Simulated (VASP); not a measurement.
# YSe: single point with LDA

YSe:

```
Y Se
1.0
     0.00000    2.85150    2.85150
     2.85150    0.00000    2.85150
     2.85150    2.85150    0.00000
Y Se
1 1
Cartesian
  2.8515 2.8515 2.8515
  0.0000 0.0000 0.0000
```

```json
{
  "Program": "VASP 6.6.1",
  "Task": "single point",
  "Functional": "LDA",
  "Potentials or basis": "VASP PAW LDA potentials, release 64 (Y_sv, Se)",
  "Cutoff": "520 eV",
  "k mesh": "4 × 4 × 4",
  "Occupations": "fermi-dirac, width 0.1 eV",
  "Spin": "no spin polarisation",
  "Dipole correction": "no",
  "Further INCAR settings": "ALGO = Normal; EDIFF = 1e-06; NBANDS = 16"
}
```

```yaml
Pressure: -2.6 GPa
```

Levels at points of the mesh, in eV from the Fermi level:
```tsv
k point	band 6	band 7	band 8	band 9	band 10	band 11
(0.00, 0.00, 0.00)	-2.75	-2.75	-2.75	-0.03	-0.03	-0.03
(0.50, 0.00, 0.00)	-6.68	-4.67	-4.67	2.00	2.50	2.50
(0.50, 0.50, 0.00)	-5.20	-3.62	-3.62	-1.98	1.88	2.71
```

It took 9.5 s on 1 thread of Intel Xeon 6975P-C, with other jobs on the host, peak memory 0.16 GiB.

Caveat: the k points lie up to 0.48 Å⁻¹ apart.
